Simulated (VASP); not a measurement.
# Mg3BeS (P-31m) in VASP: a series of runs

Runs on Mg3BeS. Level: PBE. Tasks: single point, relaxation of cell and atoms.

All numbers are computed with VASP 6.6.1; they aren't measurements. Logs are shortened: lines on timing, memory, paths and dates and some standing lists are left out, and cuts for length are marked.

### 1 The cell of the first run

It takes space group P-31m (No. 162, trigonal). The conventional cell has a = 7.310 Å, b = 7.310 Å, c = 4.190 Å, α = 90.00°, β = 90.00°, γ = 120.00°. Mg (site symmetry m) has 3 Be at 2.45 to 3.23 Å and 2 S at 2.65 Å and 6 Mg at 3.18 to 3.24 Å within 3.3 Å. Within 2.7 Å of Be (site symmetry 3m) lie 2 Be at 2.05 to 2.14 Å and 3 Mg at 2.45 Å. S (site symmetry 32) has 6 Mg at 2.65 Å within 3.5 Å.

The cell was generated, and may not be a known phase.

### 2 Single point, PBE

The input, INCAR:

```
SYSTEM = Mg3BeS
PREC = Accurate ; ENCUT = 520
EDIFF = 1E-6 ; ISMEAR = 0
SIGMA = 0.1 ; LREAL = .FALSE.
LASPH = .TRUE. ; NELM = 80
ALGO = Normal ; ISIF = 2
LWAVE = .FALSE. ; LCHARG = .FALSE.
GGA = PE ; NBANDS = 25
```

The input, KPOINTS:

```
regular mesh
0
G
  6 6 10
  0 0 0
```

The input, POSCAR:

```
Mg3BeS
1.0
    7.3099518659      0.0000000000      0.0000000000
   -3.6549759330      6.3306040163      0.0000000000
    0.0000000000      0.0000000000      4.1895077298
Mg Be S
6 2 2
Direct
    0.0000000000      0.6648772922      0.7524880682
    0.3351227078      0.3351227078      0.7524880682
    0.6648772922      0.0000000000      0.7524880682
    0.6648772922      0.6648772922      0.2475119318
    0.0000000000      0.3351227078      0.2475119318
    0.3351227078      0.0000000000      0.2475119318
    0.0000000000      0.0000000000      0.2552161249
    0.0000000000      0.0000000000      0.7447838751
    0.6666666667      0.3333333333      0.5000000000
    0.3333333333      0.6666666667      0.5000000000
```

Potentials or basis: VASP PAW PBE potentials, release 64 (Mg, Be, S).

Run with:

```bash
$ cat potpaw_PBE.64/Mg/POTCAR potpaw_PBE.64/Be/POTCAR potpaw_PBE.64/S/POTCAR > POTCAR
$ mpirun -np 1 vasp_std > vasp.out
```

OUTCAR:

```text
SYSTEM = Mg3BeS
   PREC = Accurate
   ENCUT = 520
   EDIFF = 1E-6
   ISMEAR = 0
   LREAL = .FALSE.
   LASPH = .TRUE.
   NELM = 80
   ISIF = 2
   GGA = PE

 ion  position               nearest neighbor table
   1  0.000  0.665  0.752-   8 2.45  10 2.65   9 2.65   5 3.18   5 3.21   6 3.21   4 3.21   6 3.24
                             4 3.24
   2  0.335  0.335  0.752-   8 2.45   9 2.65  10 2.65   4 3.18   4 3.21   5 3.21   6 3.21   5 3.24
                             6 3.24
   3  0.665  0.000  0.752-   8 2.45   9 2.65  10 2.65   6 3.18   6 3.21   5 3.21   4 3.21   5 3.24
                             4 3.24
   4  0.665  0.665  0.248-   7 2.45  10 2.65   9 2.65   2 3.18   2 3.21   1 3.21   3 3.21   1 3.24
                             3 3.24
   5  0.000  0.335  0.248-   7 2.45   9 2.65  10 2.65   1 3.18   1 3.21   3 3.21   2 3.21   3 3.24
                             2 3.24
   6  0.335  0.000  0.248-   7 2.45  10 2.65   9 2.65   3 3.18   3 3.21   1 3.21   2 3.21   1 3.24
                             2 3.24
   7  0.000  0.000  0.255-   8 2.05   8 2.14   4 2.45   6 2.45   5 2.45
   8  0.000  0.000  0.745-   7 2.05   7 2.14   2 2.45   3 2.45   1 2.45
   9  0.667  0.333  0.500-   5 2.65   3 2.65   1 2.65   6 2.65   2 2.65   4 2.65
  10  0.333  0.667  0.500-   1 2.65   6 2.65   5 2.65   3 2.65   4 2.65   2 2.65

  LATTYP: Found a hexagonal cell.
 ALAT       =     7.3099518659
 C/A-ratio  =     0.5731238463

  Lattice vectors:

 A1 = (   7.3099518659,   0.0000000000,   0.0000000000)
 A2 = (  -3.6549759330,   6.3306040163,   0.0000000000)
 A3 = (   0.0000000000,   0.0000000000,   4.1895077298)

Analysis of symmetry for initial positions (statically):
=====================================================================
 Subroutine PRICEL returns:
 Original cell was already a primitive cell.

 Routine SETGRP: Setting up the symmetry group for a
 hexagonal supercell.

 Subroutine GETGRP returns: Found 12 space group operations
 (whereof 12 operations were pure point group operations)
 out of a pool of 24 trial point group operations.

The static configuration has the point symmetry D_3d.

Analysis of symmetry for dynamics (positions and initial velocities):
=====================================================================
 Subroutine PRICEL returns:
 Original cell was already a primitive cell.

 Routine SETGRP: Setting up the symmetry group for a
 hexagonal supercell.

 Subroutine GETGRP returns: Found 12 space group operations
 (whereof 12 operations were pure point group operations)
 out of a pool of 24 trial point group operations.

The dynamic configuration has the point symmetry D_3d.

 Subroutine INISYM returns: Found 12 space group operations
 (whereof 12 operations are pure point group operations),
 and found     1 'primitive' translations

----------------------------------------------------------------------------------------

                                     Primitive cell

  volume of cell :     193.8754

  direct lattice vectors                    reciprocal lattice vectors
     7.309951866  0.000000000  0.000000000     0.136799806  0.078981405  0.000000000
    -3.654975933  6.330604016  0.000000000     0.000000000  0.157962810  0.000000000
     0.000000000  0.000000000  4.189507730     0.000000000  0.000000000  0.238691528

  length of vectors
     7.309951866  7.309951866  4.189507730     0.157962810  0.157962810  0.238691528

  position of ions in fractional coordinates (direct lattice)
     0.000000000  0.664877292  0.752488068
     0.335122708  0.335122708  0.752488068
     0.664877292  0.000000000  0.752488068
     0.664877292  0.664877292  0.247511932
     0.000000000  0.335122708  0.247511932
     0.335122708  0.000000000  0.247511932
     0.000000000  0.000000000  0.255216125
     0.000000000  0.000000000  0.744783875
     0.666666667  0.333333333  0.500000000
     0.333333333  0.666666667  0.500000000

  ion indices of the primitive-cell ions
   primitive index   ion index
                 1           1
                 2           2
                 3           3
                 4           4
                 5           5
                 6           6
                 7           7
                 8           8
                 9           9
                10          10

----------------------------------------------------------------------------------------

 KPOINTS: regular mesh

Automatic generation of k-mesh.
 Grid dimensions read from file:
 generate k-points for:    6    6   10

 Generating k-lattice:

  Cartesian coordinates                     Fractional coordinates (reciprocal lattice)
     0.022799968  0.013163568  0.000000000     0.166666667  0.000000000  0.000000000
     0.000000000  0.026327135  0.000000000     0.000000000  0.166666667  0.000000000
     0.000000000  0.000000000  0.023869153     0.000000000  0.000000000  0.100000000

  Length of vectors
     0.026327135  0.026327135  0.023869153

  Shift w.r.t. Gamma in fractional coordinates (k-lattice)
     0.000000000  0.000000000  0.000000000

 Subroutine IBZKPT returns following result:
 ===========================================

 Found     54 irreducible k-points:

 Following reciprocal coordinates:
            Coordinates               Weight
  0.000000  0.000000  0.000000      1.000000
  0.166667  0.000000  0.000000      6.000000
  0.333333  0.000000  0.000000      6.000000
  0.500000  0.000000  0.000000      3.000000
  0.166667  0.166667  0.000000      6.000000
  0.333333  0.166667  0.000000     12.000000
[... 16 lines left out ...]
 -0.166667  0.333333  0.200000      6.000000
  0.333333  0.166667  0.200000     12.000000
 [... further k-points ...]
   k-points           NKPTS =     54   k-points in BZ     NKDIM =     54   number of bands    NBANDS=     25
   number of dos      NEDOS =    301   number of ions     NIONS =     10
   total plane-waves  NPLWV =  93312
   dimension x,y,z NGX =    54 NGY =   54 NGZ =   32
   dimension x,y,z NGXF=   108 NGYF=  108 NGZF=   64
   ions per type =               6   2   2
   NGX,Y,Z   is equivalent  to a cutoff of  12.28, 12.28, 12.70 a.u.
   NGXF,Y,Z  is equivalent  to a cutoff of  24.56, 24.56, 25.40 a.u.
 SYSTEM =  Mg3BeS
   PREC   = accura    normal or accurate (medium, high low for compatibility)
   ISTART =      0    job   : 0-new  1-cont  2-samecut
   ICHARG =      2    charge: 1-file 2-atom 10-const
   ISPIN  =      1    spin polarized calculation?
   LNONCOLLINEAR =      F non collinear calculations
   LSORBIT =      F    spin-orbit coupling
   LASPH  =      T    aspherical Exc in radial PAW
   ENCUT  =  520.0 eV  38.22 Ry    6.18 a.u.  13.59 13.59  7.79*2*pi/ulx,y,z
   NELM   =     80;   NELMIN=  2; NELMDL= -5     # of ELM steps
   EDIFF  = 0.1E-05   stopping-criterion for ELM
   LREAL  =      F    real-space projection
   EDIFFG = 0.1E-04   stopping-criterion for IOM
   NSW    =      0    number of steps for IOM
   IBRION =     -1    ionic relax: 0-MD 1-quasi-New 2-CG
   NFREE  =      0    steps in history (QN), initial steepest desc. (CG)
   ISIF   =      2    stress and relaxation
   ISYM   =      2    0-nonsym 1-usesym 2-fastsym
   POTIM  = 0.5000    time-step for ionic-motion
   TEBEG  =    0.0;   TEEND  =   0.0 temperature during run
   PSTRESS=    0.0 pullay stress
   NELECT =      28.0000    total number of electrons
   NUPDOWN=      -1.0000    fix difference up-down
   EMIN   =  10.00;   EMAX   =-10.00  energy-range for DOS
   EFERMI =   0.00;   METHOD = LEGACY
   ISMEAR =     0;   SIGMA  =   0.10  broadening in eV -4-tet -1-fermi 0-gaus
   EFERMI_NEDOS =   21; number of points for ismear=-14 and -15
   IALGO  =     38    algorithm
   IMIX   =      4    mixing-type and parameters
     AMIX     =   0.40;   BMIX     =  1.00
     AMIX_MAG =   1.60;   BMIX_MAG =  1.00
  volume/ion in A,a.u.               =      19.39       130.83
  Fermi-wavevector in a.u.,A,eV,Ry     =   0.858921  1.623126 10.037637  0.737746
  Thomas-Fermi vector in A             =   1.976198
   LORBIT       =      0    0 simple, 1 ext, 2 COOP (PROOUT), +10 PAW based schemes
   GGA     = PE    functional components
   LHFCALC =     F    Hartree Fock is set to
   AEXX    =    0.0000 exact exchange contribution
   IVDW    =     0    specifies the selected vdW correction
   LEPSILON=     F    determine dielectric tensor
   LRPA    =     F    only Hartree local field effects (RPA)
 non-spin polarized calculation
 Gauss-broadening in eV      SIGMA  =   0.10
  energy-cutoff  :      520.00
  volume of cell :      193.88
 maximum number of plane-waves:      5248
   NGX = 27   NGY = 27   NGZ = 15

 number of electron      28.0000001 magnetization

 Free energy of the ion-electron system (eV)
  ---------------------------------------------------
  ext. energy  EPLUGINS =         0.00000000
  ---------------------------------------------------
  free energy    TOTEN  =       -26.14810276 eV

  energy without entropy =      -26.12931440  energy(sigma->0) =      -26.13870858

 E-fermi :   3.8412     XC(G=0):  -8.8717

 val. band max:        3.8364116561   @ k =  -0.1667   0.3333   0.2000
 cond. band min:       3.8415561803   @ k =   0.3333   0.1667   0.4000
 fundamental gap:      0.0051445242
 Fermi energy:         3.8412098328

 k-point     1 :       0.0000    0.0000    0.0000
  band No.  band energies     occupation
      1     -10.1656      2.00000
      2      -9.8134      2.00000
      3      -2.6714      2.00000
      4      -2.1880      2.00000
      5      -2.1880      2.00000
      6      -1.4111      2.00000
[... 17 lines left out ...]
     24       7.6986      0.00000
     25       8.0737      0.00000

 k-point     2 :       0.1667    0.0000    0.0000
  band No.  band energies     occupation
      1     -10.1455      2.00000
      2      -9.8351      2.00000
      3      -2.8375      2.00000
      4      -2.3186      2.00000
      5      -2.1576      2.00000
      6      -1.2010      2.00000
[... 608 lines left out ...]
 k-point    24 :       0.3333    0.1667    0.2000
  band No.  band energies     occupation
      1      -9.9935      2.00000
      2      -9.8823      2.00000
      3      -3.0188      2.00000
      4      -2.1293      2.00000
      5      -1.6431      2.00000
      6      -0.8563      2.00000
[... 17 lines left out ...]
     24       7.6157      0.00000
     25       8.3205      0.00000

 [... further k-points ...]

------------------------ aborting loop because EDIFF is reached ----------------------------------------

  FORCE on cell =-STRESS in cart. coord.  units (eV):
  Direction    XX          YY          ZZ          XY          YZ          ZX
  --------------------------------------------------------------------------------------
  -------------------------------------------------------------------------------------
  Total       -0.1471334     -0.1471334     -0.1022212      0.0000000     -0.0000000     -0.0000000
  in kB       -1.2159038     -1.2159038     -0.8447510      0.0000000     -0.0000000     -0.0000000
  external PRESSURE =      -1.0921862 kB  Pullay stress =       0.0000000 kB

 VOLUME and BASIS-vectors are now :
 -----------------------------------------------------------------------------
  energy-cutoff  :      520.00
  volume of cell :      193.88
      direct lattice vectors                 reciprocal lattice vectors
     7.309951866  0.000000000  0.000000000     0.136799806  0.078981405  0.000000000
    -3.654975933  6.330604016  0.000000000     0.000000000  0.157962810  0.000000000
     0.000000000  0.000000000  4.189507730     0.000000000  0.000000000  0.238691528

 POSITION                                       TOTAL-FORCE (eV/Angst)
 -----------------------------------------------------------------------------------
     -2.43011      4.20907      3.15255         0.001799     -0.003117     -0.002895
      1.22487      2.12153      3.15255         0.001799      0.003117     -0.002895
      4.86022      0.00000      3.15255        -0.003599      0.000000     -0.002895
      2.43011      4.20907      1.03695        -0.001799     -0.003117      0.002895
     -1.22487      2.12153      1.03695        -0.001799      0.003117      0.002895
      2.44973      0.00000      1.03695         0.003599      0.000000      0.002895
      0.00000      0.00000      1.06923        -0.000000      0.000000     -0.000584
      0.00000      0.00000      3.12028        -0.000000      0.000000      0.000584
      3.65498      2.11020      2.09475         0.000000      0.000000     -0.000000
     -0.00000      4.22040      2.09475        -0.000000      0.000000     -0.000000
 -----------------------------------------------------------------------------------
    total drift:                               -0.000000      0.000000      0.000000

  FREE ENERGIE OF THE ION-ELECTRON SYSTEM (eV)
  ---------------------------------------------------
  free  energy   TOTEN  =       -26.1481027636 eV

  energy  without entropy=      -26.1293144036  energy(sigma->0) =      -26.13870858
```

Wall time 8.5 min (1 thread of Intel Xeon 8259CL, shared host); peak memory 0.43 GiB.

What came out:

* Free energy: -26.1481 eV
* Pressure: -0.1 GPa
* Largest force: 0.005 eV/Å
* Band gap on the k mesh: zero (bands 14 and 15 overlap by 1.79 eV)

Forces in eV/Å, atoms in the order of the input:
```
Mg   0.002 -0.003 -0.003
Mg   0.002  0.003 -0.003
Mg  -0.004  0.000 -0.003
Mg  -0.002 -0.003  0.003
Mg  -0.002  0.003  0.003
Mg   0.004  0.000  0.003
Be   0.000  0.000 -0.001
Be   0.000  0.000  0.001
S    0.000  0.000  0.000
S    0.000  0.000  0.000
```

Levels at points of the mesh, in eV from the Fermi level:
```csv
k point,band 12,band 13,band 14,band 15,band 16,band 17
"(0.00, 0.00, 0.00)",-1.69,-1.02,0.89,0.89,1.83,2.44
"(0.50, 0.00, 0.00)",-1.37,-0.90,0.06,0.83,1.22,1.37
"(0.00, 0.00, 0.50)",-1.85,-1.10,-1.10,-0.90,-0.90,1.19
"(0.50, 0.00, 0.50)",-1.38,-1.36,-0.92,0.01,0.75,1.24
```

(Part 1 of 2 ends here.)
